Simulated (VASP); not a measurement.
A run of VASP 6.6.1 is set up as follows.

File INCAR:

```
SYSTEM = Pb
ALGO = Fast
EDIFF = 1E-7
ENCUT = 520
ISIF = 2
ISMEAR = 0
LASPH = .TRUE.
LCHARG = .FALSE.
LREAL = .FALSE.
LWAVE = .FALSE.
NBANDS = 13
NELM = 60
PREC = Accurate
SIGMA = 0.15
```

File KPOINTS:

```
k-points
0
G
  16 16 16
  0 0 0
```

POSCAR

```
Pb
1.0
    0.0000000000      2.4698000000      2.4698000000
    2.6179880000      0.0000000000      2.4698000000
    2.6179880000      2.4698000000      0.0000000000
Pb
1
Direct
    0.0000000000      0.0000000000      0.0000000000
```

Potentials or basis: VASP PAW LDA potentials, release 64 (Pb_d).

The run is started by

```bash
$ cat potpaw_LDA.64/Pb_d/POTCAR > POTCAR
$ mpirun -np 1 vasp_std > vasp.out
```

(1) Predict the band gap on the k mesh.

(2) Predict the pressure.

Answers

(1) zero (band 7 reaches 13.36 eV, above the bottom of band 8 at 4.71 eV).

(2) -3.9 GPa.

Caveat: the cell differs from its parent crystal (strain +0.0600 x Voigt [1, 0, 0, 0, 0, 0]); spin-orbit coupling is left out, which moves the levels of the heavy elements.
